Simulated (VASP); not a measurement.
Set up this calculation in VASP 6.6.1, as the native input.

| Property | Result |
| --- | --- |
| Task | single point |
| Functional | PBEsol |
| Potentials or basis | VASP PAW PBE potentials, release 64 (Ti_sv) |
| Cutoff | 520 eV |
| k mesh | 20 × 20 × 20 |
| Occupations | gaussian, width 0.15 eV |
| Spin | no spin polarisation |
| Dipole correction | no |
| Further INCAR settings | ALGO = Normal; EDIFF = 1e-07; NBANDS = 12 |

The structure of Ti lies in POSCAR:

```
Ti
1.0
    0.0000000000      1.9792500000      1.9792500000
    1.9792500000      0.0000000000      1.9792500000
    1.9792500000      1.9792500000      0.0000000000
Ti
1
Direct
    0.0000000000      0.0000000000      0.0000000000
```

This isn't the form of Ti at room conditions, which is hcp.

This cell differs from its parent crystal: strain -0.025 along x and y, -0.025 along z.

The input as run:

INCAR

```
PREC = Accurate
ENCUT = 520
EDIFF = 1E-7
ISMEAR = 0
SIGMA = 0.15
LREAL = F
LASPH = T
NELM = 60
ALGO = Normal
ISIF = 2
LWAVE = F
LCHARG = F
GGA = PS
NBANDS = 12
```

KPOINTS

```
regular mesh
0
Gamma
  20 20 20
```

Potentials or basis: VASP PAW PBE potentials, release 64 (Ti_sv).

Command:

```bash
$ cat potpaw_PBE.64/Ti_sv/POTCAR > POTCAR
$ mpirun -np 1 vasp_std > vasp.out
```

Results of the run:

```json
{"Pressure": "9.1 GPa", "Band gap on the k mesh": "zero (bands 6 and 7 overlap by 1.36 eV)"}
```

Caveat: the cell differs from its parent crystal (strain -0.025 along x and y, -0.025 along z); the cell stands under pressure; the PAW data sets were made with another functional, which shifts forces and pressure a little.

Run time: 18 s on 1 thread of Intel(R) Xeon(R) 6975P-C (Granite Rapids), with other jobs on the host, peak memory 0.17 GiB.
